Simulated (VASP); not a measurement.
Crystal: SnO (Romarchite).

```xyz
4
Lattice="3.7986 0.0000 0.0000 0.0000 3.7986 0.0000 0.0000 0.0000 4.8408" Properties=species:S:1:pos:R:3 pbc="T T T"
Sn    1.8993    0.0000    1.1468
Sn    0.0000    1.8993    3.6940
O     0.0000    0.0000    0.0000
O     1.8993    1.8993    0.0000
```

Program: VASP 6.6.1. Alike in all runs: task single point; level PBE; potentials or basis VASP PAW PBE potentials, release 64 (Sn_d, O); no spin polarisation; cell as given; cutoff (eV) 520; smearing gaussian 0.01 eV.

Q: Order these runs on this cell by their band gap on the k mesh, lowest first.
A. k mesh 5 × 5 × 4
B. k mesh 3 × 3 × 3
C. k mesh 2 × 2 × 2

A: C (0.03 eV), A (0.49 eV), B (1.06 eV).

Caveats: some runs use coarse meshes; spin-orbit coupling is left out, which moves the levels of the heavy elements.

A k mesh can miss the band edges, odd and even meshes differently.
